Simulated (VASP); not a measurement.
Input of a VASP 6.6.1 run:

Contents of INCAR:

```
PREC = Accurate ; ENCUT = 600
EDIFF = 1E-6 ; ISMEAR = -1
SIGMA = 0.05 ; LREAL = F
LASPH = T ; NELM = 100
ALGO = Normal ; ISIF = 3
LWAVE = F ; LCHARG = F
GGA = PS ; IBRION = 2
NSW = 100 ; EDIFFG = -0.01
```

Contents of KPOINTS:

```
Automatic mesh
0
Gamma
  4 4 4
```

Contents of POSCAR:

```
Mg3ZnS4
1.0
   -2.8035303576      2.8392773412      5.5354213337
    2.8473606360     -2.8336179060      5.5545497918
    2.7721752234      2.8022627717     -5.5325852353
Mg Zn S
3 1 4
Direct
    0.5275348256      0.5230161503      0.0435962620
    0.7721546973      0.2565659470      0.4934416186
    0.3006387821      0.7934936959      0.5636290658
    0.0203860078     -0.0018135569      0.0230011475
    0.6358672681      0.1722460214      0.0611011526
    0.1047483395      0.6219258569     -0.0337491678
    0.3537740777      0.3445362472      0.4806629873
    0.8945071169      0.8859744201      0.5090484682
```

Potentials or basis: VASP PAW PBE potentials, release 64 (Mg, Zn, S).

Command:

```console
$ cat potpaw_PBE.64/Mg/POTCAR potpaw_PBE.64/Zn/POTCAR potpaw_PBE.64/S/POTCAR > POTCAR
$ mpirun -np 1 vasp_std > vasp.out
```

Predict the space group after relaxing (to 0.1 Å).

I-42m (No. 121).

What does it give for the relaxed volume?

21.69 Å³/atom.

The path:
```
step  energy change (eV)  largest force (eV/Å)  pressure (GPa)  volume (Å³)
   1              0.0000                4.0492            2.10       175.78
   2             -0.9929                1.2176           -2.58       183.05
   3             -0.9931                1.2121           -2.50       182.79
   4             -1.3131                0.5831           -0.49       174.86
   5             -1.3552                0.4896            0.87       171.04
   6             -1.4216                0.2919            0.30       172.53
   7             -1.4240                0.3250            0.19       172.89
   8             -1.4444                0.2249           -0.18       173.96
   9             -1.4471                0.2288           -0.39       174.54
  10             -1.4567                0.1365            0.05       173.37
  11             -1.4579                0.1448            0.25       172.81
  12             -1.4626                0.0879            0.04       173.42
  13             -1.4629                0.0816           -0.02       173.60
  14             -1.4648                0.0374           -0.07       173.74
  15             -1.4649                0.0487           -0.10       173.79
  16             -1.4657                0.0357            0.06       173.34
  17             -1.4658                0.0367            0.12       173.22
  18             -1.4663                0.0333            0.00       173.55
  19             -1.4663                0.0340           -0.01       173.57
  20             -1.4665                0.0152           -0.02       173.59
  21             -1.4665                0.0146           -0.02       173.59
  22             -1.4665                0.0085            0.02       173.50
```

Caveat: the PAW data sets were made with another functional, which shifts forces and pressure a little.
